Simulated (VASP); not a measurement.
Cu, 1 atom in the cell. The structure is cubic, space group Fm-3m (No. 225). The conventional cell has a = 3.569 Å, b = 3.569 Å, c = 3.569 Å, α = 90.00°, β = 90.00°, γ = 90.00°. Within 3.3 Å of Cu (site symmetry m-3m) lie 12 Cu at 2.52 Å. 

| Property | Result |
| --- | --- |
| Program | VASP 6.6.1 |
| Task | single point |
| Functional | r2SCAN |
| Potentials or basis | VASP PAW PBE potentials, release 64 (Cu) |
| Cutoff | 520 eV |
| k mesh | 16 × 16 × 16 |
| Occupations | fermi-dirac, width 0.1 eV |
| Spin | no spin polarisation |
| Dipole correction | no |
| Further INCAR settings | ALGO = Normal; EDIFF = 1e-06; NBANDS = 12 |

Potentials or basis: VASP PAW PBE potentials, release 64 (Cu).

Launch:

```sh
$ cat potpaw_PBE.64/Cu/POTCAR > POTCAR
$ cp INCAR.step1 INCAR
$ mpirun -np 1 vasp_std > vasp.out
$ cp INCAR.step2 INCAR
$ mpirun -np 1 vasp_std > vasp.out
```

Hardware: 1 thread of AMD EPYC 7R13 Processor (Zen 3) (shared host).

Task: How long does it take, and how much memory?

Result: Wall time 61 s on 1 thread of AMD EPYC 7R13 Processor (Zen 3) (shared host), peak memory 0.11 GiB. Counts: k points 145.
